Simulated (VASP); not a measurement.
**Ir: elastic constants with PBE**

The system is Ir.

```
Ir
1.0
     2.75138    0.00000    0.00000
    -1.37569    2.38276    0.00000
     0.00000    0.00000    4.46229
Ir
2
Direct
  0.33333 0.66667 0.25000
  0.66667 0.33333 0.75000
```

This isn't the form of Ir at room conditions, which is fcc.

```json
{"Program": "VASP 6.6.1", "Task": "elastic constants", "Functional": "PBE", "Potentials or basis": "VASP PAW PBE potentials, release 64 (Ir)", "Cutoff": "600 eV", "k mesh": "8 × 8 × 5", "Occupations": "fermi-dirac, width 0.05 eV", "Spin": "no spin polarisation", "Dipole correction": "no", "Ions in elastic constants": "relaxed", "Further INCAR settings": "ALGO = Normal; EDIFF = 1e-08; NBANDS = 16; IBRION = 6; POTIM = 0.015; NSW = 1; ISIF = 3"}
```

```json
{
 "Voigt bulk modulus": "342 GPa",
 "Highest phonon frequency at Γ": "192 cm⁻¹"
}
```

Phonon frequencies in cm⁻¹ (negative: imaginary):
```csv
q point,frequencies
"(0.000, 0.000, 0.000)",0 0 0 115 115 192
```

Elastic tensor in Voigt notation (GPa, in the Cartesian axes of the cell as first typed):
```
559 226 240   0   0   0
226 559 240   0   0   0
240 240 554   0   0   0
  0   0   0  95   0   0
  0   0   0   0  95   0
  0   0   0   0   0 167
```

Clamped-ion elastic tensor (GPa):
```
559 225 240   0   0   0
225 559 240   0   0   0
240 240 554   0   0   0
  0   0   0  95   0   0
  0   0   0   0  95   0
  0   0   0   0   0 167
```

It took 10 min on 1 thread of AMD EPYC 7R13, with other jobs on the host, peak memory 0.2 GiB.
